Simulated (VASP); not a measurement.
A run of VASP 6.6.1:

File INCAR:

```
SYSTEM = InSe2
ALGO = Normal
EDIFF = 1E-6
EDIFFG = -0.01
ENCUT = 600
GGA = PE
IBRION = 2
ISIF = 3
ISMEAR = 0
LASPH = .True.
LCHARG = .False.
LREAL = .False.
LWAVE = .False.
NELM = 100
NSW = 80
PREC = Accurate
SIGMA = 0.1
```

Contents of KPOINTS:

```
k-points
0
Gamma
  4 4 1
  0 0 0
```

POSCAR

```
InSe2
1.0
    3.8948930000      0.0000000000      0.0000000000
    0.0000000000      3.8948930000      0.0000000000
    0.0000000000      0.0000000000      9.6262310000
In Se
2 4
Direct
    0.0000000000      0.5000000000      0.7064680000
    0.5000000000      0.0000000000      0.2935320000
    0.0000000000      0.5000000000      0.3662120000
    0.5000000000      0.0000000000      0.6337880000
    0.0000000000      0.0000000000      0.0000000000
    0.5000000000      0.5000000000      0.0000000000
```

Potentials or basis: VASP PAW PBE potentials, release 64 (In_d, Se).

The run is started by

```console
$ cat potpaw_PBE.64/In_d/POTCAR potpaw_PBE.64/Se/POTCAR > POTCAR
$ mpirun -np 1 vasp_std > vasp.out
```

Hardware: 1 thread of AMD EPYC 7R13 Processor (Zen 3) (shared host).

Q: Estimate the wall time of this run.

A: Run time: 4.1 min on 1 thread of AMD EPYC 7R13 Processor (Zen 3), with other jobs on the host, peak memory 0.26 GiB. Counts: scf iterations 113, k points 6, ion steps 15.
